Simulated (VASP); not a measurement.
# MgS (Fm-3m) in VASP: further runs

Aim: see how the results for MgS move with the level of theory and the settings. Levels: PBE-based global hybrid, HSE06. Tasks: single point.

All numbers are computed with VASP 6.6.1; they aren't measurements. Logs are shortened: lines on timing, memory, paths and dates and some standing lists are left out, and cuts for length are marked.

**1. The cell of the first run**

Symmetry: Fm-3m, No. 225, cubic system. Conventional cell: a = 5.203 Å, b = 5.203 Å, c = 5.203 Å, α = 90.00°, β = 90.00°, γ = 90.00°. Mg (site symmetry m-3m) has 6 S at 2.60 Å within 3.4 Å. S (site symmetry m-3m) has 6 Mg at 2.60 Å within 3.4 Å.

**2. Single point, PBE-based global hybrid**

Input file POSCAR:

```
MgS
1.0
    0.0000000000      2.6015179373      2.6015179373
    2.6015179373      0.0000000000      2.6015179373
    2.6015179373      2.6015179373      0.0000000000
Mg S
1 1
Direct
    0.0000000000      0.0000000000      0.0000000000
    0.5000000000      0.5000000000      0.5000000000
```

Input file INCAR.step1:

```
SYSTEM = MgS
PREC = Accurate ; ENCUT = 520
EDIFF = 1E-5 ; ISMEAR = 0
SIGMA = 0.01 ; LREAL = .False.
LASPH = .True. ; NELM = 100
ALGO = Normal ; ISIF = 2
LWAVE = .True. ; LCHARG = .False.
NBANDS = 11 ; GGA = PE
```

Input file INCAR.step2:

```
SYSTEM = MgS
PREC = Accurate ; ENCUT = 520
EDIFF = 1E-7 ; ISMEAR = 0
SIGMA = 0.01 ; LREAL = .False.
LASPH = .True. ; NELM = 100
ALGO = Normal ; ISIF = 2
LWAVE = .False. ; LCHARG = .False.
GGA = PE ; LHFCALC = .True.
AEXX = 0.05 ; PRECFOCK = Normal
NBANDS = 11 ; ISTART = 1
```

Input file KPOINTS:

```
Automatic mesh
0
Gamma
  4 4 4
  0 0 0
```

Potentials or basis: VASP PAW PBE potentials, release 64 (Mg, S).

Command:

```console
cat potpaw_PBE.64/Mg/POTCAR potpaw_PBE.64/S/POTCAR > POTCAR
cp INCAR.step1 INCAR
mpirun -np 1 vasp_std > vasp.out
cp INCAR.step2 INCAR
mpirun -np 1 vasp_std > vasp.out
```

OUTCAR:

```text
SYSTEM = MgS
   PREC = Accurate
   ENCUT = 520
   EDIFF = 1E-7
   ISMEAR = 0
   LREAL = .False.
   LASPH = .True.
   NELM = 100
   ISIF = 2
   GGA = PE
   LHFCALC = .True.
   AEXX = 0.05
   PRECFOCK = Normal
   ISTART = 1

 ion  position               nearest neighbor table
   1  0.000  0.000  0.000-   2 2.60   2 2.60   2 2.60   2 2.60   2 2.60   2 2.60
   2  0.500  0.500  0.500-   1 2.60   1 2.60   1 2.60   1 2.60   1 2.60   1 2.60

  LATTYP: Found a face centered cubic cell.
 ALAT       =     5.2030358746

  Lattice vectors:

 A1 = (   0.0000000000,   2.6015179373,   2.6015179373)
 A2 = (   2.6015179373,   0.0000000000,   2.6015179373)
 A3 = (   2.6015179373,   2.6015179373,   0.0000000000)

Analysis of symmetry for initial positions (statically):
=====================================================================
 Subroutine PRICEL returns:
 Original cell was already a primitive cell.

 Routine SETGRP: Setting up the symmetry group for a
 face centered cubic supercell.

 Subroutine GETGRP returns: Found 48 space group operations
 (whereof 48 operations were pure point group operations)
 out of a pool of 48 trial point group operations.

The static configuration has the point symmetry O_h .

Analysis of symmetry for dynamics (positions and initial velocities):
=====================================================================
 Subroutine PRICEL returns:
 Original cell was already a primitive cell.

 Routine SETGRP: Setting up the symmetry group for a
 face centered cubic supercell.

 Subroutine GETGRP returns: Found 48 space group operations
 (whereof 48 operations were pure point group operations)
 out of a pool of 48 trial point group operations.

The dynamic configuration has the point symmetry O_h .

 Subroutine INISYM returns: Found 48 space group operations
 (whereof 48 operations are pure point group operations),
 and found     1 'primitive' translations

----------------------------------------------------------------------------------------

                                     Primitive cell

  volume of cell :      35.2136

  direct lattice vectors                    reciprocal lattice vectors
     0.000000000  2.601517937  2.601517937    -0.192195484  0.192195484  0.192195484
     2.601517937  0.000000000  2.601517937     0.192195484 -0.192195484  0.192195484
     2.601517937  2.601517937  0.000000000     0.192195484  0.192195484 -0.192195484

  length of vectors
     3.679101950  3.679101950  3.679101950     0.332892344  0.332892344  0.332892344

  position of ions in fractional coordinates (direct lattice)
     0.000000000  0.000000000  0.000000000
     0.500000000  0.500000000  0.500000000

  ion indices of the primitive-cell ions
   primitive index   ion index
                 1           1
                 2           2

----------------------------------------------------------------------------------------

 KPOINTS: Automatic mesh

Automatic generation of k-mesh.
 Grid dimensions read from file:
 generate k-points for:    4    4    4

 Generating k-lattice:

  Cartesian coordinates                     Fractional coordinates (reciprocal lattice)
    -0.048048871  0.048048871  0.048048871     0.250000000  0.000000000  0.000000000
     0.048048871 -0.048048871  0.048048871     0.000000000  0.250000000  0.000000000
     0.048048871  0.048048871 -0.048048871     0.000000000  0.000000000  0.250000000

  Length of vectors
     0.083223086  0.083223086  0.083223086

  Shift w.r.t. Gamma in fractional coordinates (k-lattice)
     0.000000000  0.000000000  0.000000000

 Subroutine IBZKPT returns following result:
 ===========================================

 Found      8 irreducible k-points:

 Following reciprocal coordinates:
            Coordinates               Weight
  0.000000  0.000000  0.000000      1.000000
  0.250000  0.000000  0.000000      8.000000
  0.500000  0.000000  0.000000      4.000000
  0.250000  0.250000  0.000000      6.000000
  0.500000  0.250000  0.000000     24.000000
 -0.250000  0.250000  0.000000     12.000000
  0.500000  0.500000  0.000000      3.000000
 -0.250000  0.500000  0.250000      6.000000
   k-points           NKPTS =      8   k-points in BZ     NKDIM =     64   number of bands    NBANDS=     11
   number of dos      NEDOS =    301   number of ions     NIONS =      2
   total plane-waves  NPLWV =  21952
   dimension x,y,z NGX =    28 NGY =   28 NGZ =   28
   dimension x,y,z NGXF=    56 NGYF=   56 NGZF=   56
   ions per type =               1   1
   NGX,Y,Z   is equivalent  to a cutoff of  12.65, 12.65, 12.65 a.u.
   NGXF,Y,Z  is equivalent  to a cutoff of  25.30, 25.30, 25.30 a.u.
 SYSTEM =  MgS
   PREC   = accura    normal or accurate (medium, high low for compatibility)
   ISTART =      1    job   : 0-new  1-cont  2-samecut
   ICHARG =      0    charge: 1-file 2-atom 10-const
   ISPIN  =      1    spin polarized calculation?
   LNONCOLLINEAR =      F non collinear calculations
   LSORBIT =      F    spin-orbit coupling
   LASPH  =      T    aspherical Exc in radial PAW
   ENCUT  =  520.0 eV  38.22 Ry    6.18 a.u.   6.84  6.84  6.84*2*pi/ulx,y,z
   NELM   =    100;   NELMIN=  2; NELMDL=  0     # of ELM steps
   EDIFF  = 0.1E-06   stopping-criterion for ELM
   LREAL  =      F    real-space projection
   EDIFFG = 0.1E-05   stopping-criterion for IOM
   NSW    =      0    number of steps for IOM
   IBRION =     -1    ionic relax: 0-MD 1-quasi-New 2-CG
   NFREE  =      0    steps in history (QN), initial steepest desc. (CG)
   ISIF   =      2    stress and relaxation
   ISYM   =      3    0-nonsym 1-usesym 2-fastsym
   POTIM  = 0.5000    time-step for ionic-motion
   TEBEG  =    0.0;   TEEND  =   0.0 temperature during run
   PSTRESS=    0.0 pullay stress
   NELECT =       8.0000    total number of electrons
   NUPDOWN=      -1.0000    fix difference up-down
   EMIN   =  10.00;   EMAX   =-10.00  energy-range for DOS
   EFERMI =   0.00;   METHOD = LEGACY
   ISMEAR =     0;   SIGMA  =   0.01  broadening in eV -4-tet -1-fermi 0-gaus
   EFERMI_NEDOS =   21; number of points for ismear=-14 and -15
   IALGO  =     38    algorithm
   IMIX   =      1    mixing-type and parameters
     AMIX     =   0.40;   BMIX     =  1.00
     AMIX_MAG =   1.60;   BMIX_MAG =  1.00
  volume/ion in A,a.u.               =      17.61       118.82
  Fermi-wavevector in a.u.,A,eV,Ry     =   0.998929  1.887702 13.576701  0.997859
  Thomas-Fermi vector in A             =   2.131185
   LORBIT       =      0    0 simple, 1 ext, 2 COOP (PROOUT), +10 PAW based schemes
   GGA     = PE    functional components
   LHFCALC =     T    Hartree Fock is set to
   PRECFOCK=normal    Normal, Fast or Accurate (Low or Medium for compatibility)
   ENCUT4O =  -1.0   cutoff for four orbital integrals eV
   NKREDX  =     1    reduce k-point grid by
   NKREDY  =     1    reduce k-point grid by
   NKREDZ  =     1    reduce k-point grid by
   AEXX    =    0.0500 exact exchange contribution
   HFSCREEN=    0.0000 screening length (either q_TF or 0.3 A-1)
   HFSCREENC=   0.0000 screening length for correlation (either q_TF or 0.3 A-1)
   ENCUTFOCK=  -1.0 apply spherical cutoff to Coloumb kernel
   IVDW    =     0    specifies the selected vdW correction
   LEPSILON=     F    determine dielectric tensor
   LRPA    =     F    only Hartree local field effects (RPA)
 non-spin polarized calculation
 Gauss-broadening in eV      SIGMA  =   0.01
  energy-cutoff  :      520.00
  volume of cell :       35.21
 maximum number of plane-waves:       960
  NGX = 24; NGY = 24; NGZ = 24

 number of electron       8.0000000 magnetization

 Free energy of the ion-electron system (eV)
  ---------------------------------------------------
  ext. energy  EPLUGINS =         0.00000000
  ---------------------------------------------------
  free energy    TOTEN  =        -8.84637719 eV

  energy without entropy =       -8.84637719  energy(sigma->0) =       -8.84637719

 E-fermi :   3.6535     XC(G=0):  -9.2738

 val. band max:        3.5426148142   @ k =   0.0000   0.0000   0.0000
 cond. band min:       6.6430378225   @ k =   0.5000   0.5000   0.0000
 fundamental gap:      3.1004230083
 Fermi energy:         3.6535293969

 k-point     1 :       0.0000    0.0000    0.0000
  band No.  band energies     occupation
      1      -9.3930      2.00000
      2       3.5426      2.00000
      3       3.5426      2.00000
      4       3.5426      2.00000
      5       7.6111      0.00000
      6      11.8664      0.00000
      7      11.8664      0.00000
      8      11.8664      0.00000
      9      14.3040      0.00000
     10      14.3040      0.00000
     11      16.4541      0.00000

 k-point     2 :       0.2500    0.0000    0.0000
  band No.  band energies     occupation
      1      -8.8208      2.00000
      2       0.6817      2.00000
      3       3.2150      2.00000
      4       3.2150      2.00000
      5       8.8564      0.00000
      6      11.7386      0.00000
      7      11.7386      0.00000
      8      12.2477      0.00000
      9      14.2370      0.00000
     10      14.2370      0.00000
     11      15.8391      0.00000

 k-point     3 :       0.5000    0.0000    0.0000
  band No.  band energies     occupation
      1      -8.0567      2.00000
      2      -1.3945      2.00000
      3       2.9405      2.00000
      4       2.9405      2.00000
      5       8.4300      0.00000
      6      10.8154      0.00000
      7      10.8154      0.00000
      8      14.0970      0.00000
      9      16.1138      0.00000
     10      18.3951      0.00000
     11      18.3951      0.00000

 k-point     4 :       0.2500    0.2500    0.0000
  band No.  band energies     occupation
      1      -8.6408      2.00000
      2       0.9475      2.00000
      3       2.5516      2.00000
      4       2.5516      2.00000
      5       8.9037      0.00000
      6       9.5088      0.00000
      7      12.1659      0.00000
      8      14.1471      0.00000
      9      14.1471      0.00000
     10      15.3097      0.00000
     11      19.3309      0.00000

 k-point     5 :       0.5000    0.2500    0.0000
  band No.  band energies     occupation
      1      -7.8877      2.00000
      2      -0.5858      2.00000
      3       1.2935      2.00000
      4       2.3122      2.00000
      5       8.2898      0.00000
      6      10.6570      0.00000
      7      12.7547      0.00000
      8      12.9189      0.00000
      9      16.6418      0.00000
     10      18.5820      0.00000
     11      19.5508      0.00000

 k-point     6 :      -0.2500    0.2500    0.0000
  band No.  band energies     occupation
      1      -8.1327      2.00000
      2      -0.2302      2.00000
      3       1.1629      2.00000
      4       2.9013      2.00000
      5       9.5780      0.00000
      6      11.5316      0.00000
      7      11.8154      0.00000
      8      11.8889      0.00000
      9      14.4797      0.00000
     10      18.1705      0.00000
     11      19.2074      0.00000

 k-point     7 :       0.5000    0.5000    0.0000
  band No.  band energies     occupation
      1      -7.6756      2.00000
      2      -0.7473      2.00000
      3       1.8209      2.00000
      4       1.8209      2.00000
      5       6.6430      0.00000
      6       8.2609      0.00000
      7      16.0068      0.00000
      8      16.8134      0.00000
      9      17.3699      0.00000
     10      17.3699      0.00000
     11      19.8648      0.00000

 k-point     8 :      -0.2500    0.5000    0.2500
  band No.  band energies     occupation
      1      -7.6298      2.00000
      2       0.2431      2.00000
      3       0.2431      2.00000
      4       1.1430      2.00000
      5       9.1528      0.00000
      6      11.8811      0.00000
      7      11.8811      0.00000
      8      11.9992      0.00000
      9      18.3372      0.00000
     10      18.3372      0.00000
     11      19.7191      0.00000

------------------------ aborting loop because EDIFF is reached ----------------------------------------

  FORCE on cell =-STRESS in cart. coord.  units (eV):
  Direction    XX          YY          ZZ          XY          YZ          ZX
  --------------------------------------------------------------------------------------
  -------------------------------------------------------------------------------------
  Total        0.1968887      0.1968887      0.1968887      0.0000000     -0.0000000     -0.0000000
  in kB        8.9582040      8.9582040      8.9582040      0.0000000     -0.0000000     -0.0000000
  external PRESSURE =       8.9582040 kB  Pullay stress =       0.0000000 kB

 VOLUME and BASIS-vectors are now :
 -----------------------------------------------------------------------------
  energy-cutoff  :      520.00
  volume of cell :       35.21
      direct lattice vectors                 reciprocal lattice vectors
     0.000000000  2.601517937  2.601517937    -0.192195484  0.192195484  0.192195484
     2.601517937  0.000000000  2.601517937     0.192195484 -0.192195484  0.192195484
     2.601517937  2.601517937  0.000000000     0.192195484  0.192195484 -0.192195484

 POSITION                                       TOTAL-FORCE (eV/Angst)
 -----------------------------------------------------------------------------------
      0.00000      0.00000      0.00000        -0.000000      0.000000      0.000000
      2.60152      2.60152      2.60152         0.000000     -0.000000     -0.000000
 -----------------------------------------------------------------------------------
    total drift:                               -0.000000     -0.000000     -0.000000

  FREE ENERGIE OF THE ION-ELECTRON SYSTEM (eV)
  ---------------------------------------------------
  free  energy   TOTEN  =        -8.8463771899 eV

  energy  without entropy=       -8.8463771899  energy(sigma->0) =       -8.84637719
```

It took 4.9 min on 1 thread of AMD EPYC 7R13, shared host; peak memory 0.14 GiB.

Results:

```
Free energy            : -8.8464 eV
Pressure               : 0.9 GPa
Band gap on the k mesh : 3.10 eV, indirect (least direct gap 4.07 eV)
```

Caveat: the k points lie up to 0.52 Å⁻¹ apart; the PAW data sets were made with another functional, which shifts forces and pressure a little. A k mesh can miss the band edges.

**3. Single point, HSE06**

POSCAR is that of step 2.

Input file INCAR.step1:

```
SYSTEM = MgS
  ALGO = Normal
  EDIFF = 1E-5
  ENCUT = 520
  GGA = PE
  ISIF = 2
  ISMEAR = -1
  LASPH = .TRUE.
  LCHARG = .FALSE.
  LREAL = .FALSE.
  LWAVE = .TRUE.
  NBANDS = 11
  NELM = 100
  PREC = Accurate
  SIGMA = 0.2
```

Input file INCAR.step2:

```
SYSTEM = MgS
  ALGO = Normal
  EDIFF = 1E-6
  ENCUT = 520
  GGA = PE
  HFSCREEN = 0.2079
  ISIF = 2
  ISMEAR = -1
  ISTART = 1
  LASPH = .TRUE.
  LCHARG = .FALSE.
  LHFCALC = .TRUE.
  LREAL = .FALSE.
  LWAVE = .FALSE.
  NBANDS = 11
  NELM = 100
  PREC = Accurate
  PRECFOCK = Normal
  SIGMA = 0.2
```

Input file KPOINTS:

```
k-points
0
G
  4 4 4
  0 0 0
```

Potentials or basis: VASP PAW PBE potentials, release 64 (Mg, S).

Command:

```console
cat potpaw_PBE.64/Mg/POTCAR potpaw_PBE.64/S/POTCAR > POTCAR
cp INCAR.step1 INCAR
mpirun -np 1 vasp_std > vasp.out
cp INCAR.step2 INCAR
mpirun -np 1 vasp_std > vasp.out
```

It took 6.9 min on 1 thread of AMD EPYC 7R13, shared host; peak memory 0.24 GiB.

Results (log left out):

* Free energy: -9.8472 eV
* Pressure: -0.4 GPa
* Band gap on the k mesh: 3.75 eV, indirect (least direct gap 4.81 eV)

Levels at points of the mesh, in eV from the valence-band top:
| k point | band 2 | band 3 | band 4 | band 5 | band 6 | band 7 |
| --- | --- | --- | --- | --- | --- | --- |
| (0.00, 0.00, 0.00) | 0.00 | 0.00 | 0.00 | 4.81 | 9.10 | 9.10 |
| (0.50, 0.00, 0.00) | -5.27 | -0.64 | -0.64 | 5.56 | 8.05 | 8.05 |
| (0.50, 0.50, 0.00) | -4.59 | -1.84 | -1.84 | 3.75 | 5.34 | 13.53 |

Caveat: the k points lie up to 0.52 Å⁻¹ apart; the PAW data sets were made with another functional, which shifts forces and pressure a little.
